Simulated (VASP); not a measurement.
Runs of VASP 6.6.1 on K. The structure is that of space group Im-3m (No. 229), or close to it. The cells are those of the table. 

```csv
cell,k mesh,smearing,gap on the mesh (eV),pressure (GPa)
"a = 4.624 Å, angles 109.5°, 1 atom",8 × 8 × 8,fermi-dirac 0.2 eV,none,0.0
"a = 4.624 Å, angles 109.5°, 1 atom",8 × 8 × 8,fermi-dirac 0.6 eV,none,0.3
"a = 4.685 Å, angles 109.5°, 1 atom",14 × 14 × 14,fermi-dirac 0.1 eV,none,-0.1
"a = 4.498 Å, angles 109.5°, 1 atom",14 × 14 × 14,fermi-dirac 0.1 eV,none,0.3
"a = 4.432 Å, angles 109.5°, 1 atom",14 × 14 × 14,fermi-dirac 0.1 eV,none,0.6
"a = 4.624 Å, angles 109.5°, 1 atom",3 × 3 × 3,fermi-dirac 0.1 eV,none,-0.1
"a = 4.562 Å, angles 109.5°, 1 atom",14 × 14 × 14,fermi-dirac 0.1 eV,none,0.2
"a = 4.624 Å, angles 109.5°, 1 atom",8 × 8 × 8,fermi-dirac 0.1 eV,none,0.0
"a = 4.624 Å, angles 109.5°, 1 atom",8 × 8 × 8,fermi-dirac 0.03 eV,none,0.0
"a = 4.745 Å, angles 109.5°, 1 atom",14 × 14 × 14,fermi-dirac 0.1 eV,none,(a)
"a = 4.624 Å, angles 109.5°, 1 atom",5 × 5 × 5,fermi-dirac 0.1 eV,none,0.0
"a = 4.624 Å, angles 109.5°, 1 atom",2 × 2 × 2,fermi-dirac 0.1 eV,none,0.5
```

Alike in all rows: task single point; level r2SCAN; potentials or basis VASP PAW PBE potentials, release 64 (K_sv); no spin polarisation; cutoff (eV) 520.

Q: Estimate the missing entries.

A: (a) -0.2.

Caveats: some runs use coarse meshes; the PAW data sets were made with another functional, which shifts forces and pressure a little.

A gap of «none» marks levels without a gap at the run's occupations.
